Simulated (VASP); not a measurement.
TiCo3:

```xyz
4
Lattice="3.4529 0.0000 0.0000 0.0000 3.4529 0.0000 0.0000 0.0000 3.4529" Properties=species:S:1:pos:R:3 pbc="T T T"
Ti    0.0000    0.0000    0.0000
Co    0.0000    1.7265    1.7265
Co    1.7265    0.0000    1.7265
Co    1.7265    1.7265    0.0000
```

Base run:

| Property | Result |
| --- | --- |
| Program | VASP 6.6.1 |
| Functional | PBEsol |
| Potentials or basis | VASP PAW PBE potentials, release 64 (Ti_sv, Co) |
| Cutoff | 520 eV |
| k mesh | 12 × 12 × 12 |
| Occupations | gaussian, width 0.15 eV |
| Spin | collinear spin, ferromagnetic start |
| Starting moments | [0.4, 0.88, 0.88, 0.88] μB |
| Fixed moment | 3.04 μB |

Its results: pressure 24.0 GPa; site moments Ti -0.22; Co +1.08 μB.

Problem. The run is repeated on the same cell with these changes: fixed moment from 3.04 μB to 0.76 μB; moments at the start from [0.4, 0.88, 0.88, 0.88] to [0.1, 0.22, 0.22, 0.22]. What comes out?

Solution. Pressure 17.0 GPa; site moments Ti -0.07; Co +0.28 μB.

Caveats: the cell stands under pressure; the PAW data sets were made with another functional, which shifts forces and pressure a little; the total moment is fixed, so each spin has its own Fermi level and the state may be an excited one.
